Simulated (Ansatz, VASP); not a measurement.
## Bi: VASP beside Ansatz

```
CELL_PARAMETERS angstrom
-2.00750 2.00750 2.00750
2.00750 -2.00750 2.00750
2.00750 2.00750 -2.00750
ATOMIC_POSITIONS crystal
Bi 0.00000 0.00000 0.00000
```

Alike in both runs: task single point; functional HSE06; k mesh 6 × 6 × 6; occupations fermi-dirac, width 0.05 eV; no spin polarisation.

|  | VASP | Ansatz |
| --- | --- | --- |
| version | VASP 6.6.1 | Ansatz 0.2.0 |
| potentials or method | VASP PAW PBE potentials, release 64 (Bi_d) | Ansatz PAW |
| plane-wave cutoff (eV) | 520 | 420 |
| valence electrons in the cell | 15 | 15 |

```tsv
	VASP	Ansatz	Ansatz less VASP
gap on the k mesh at the Fermi level (eV)	none	none	-
pressure (GPa)	-2.9	-2.8	+0.09
```

A gap of «none» marks a metal or a gap that the smearing closes.

The k mesh is coarse, so the values compare programs but aren't converged. Spin-orbit coupling is off throughout.
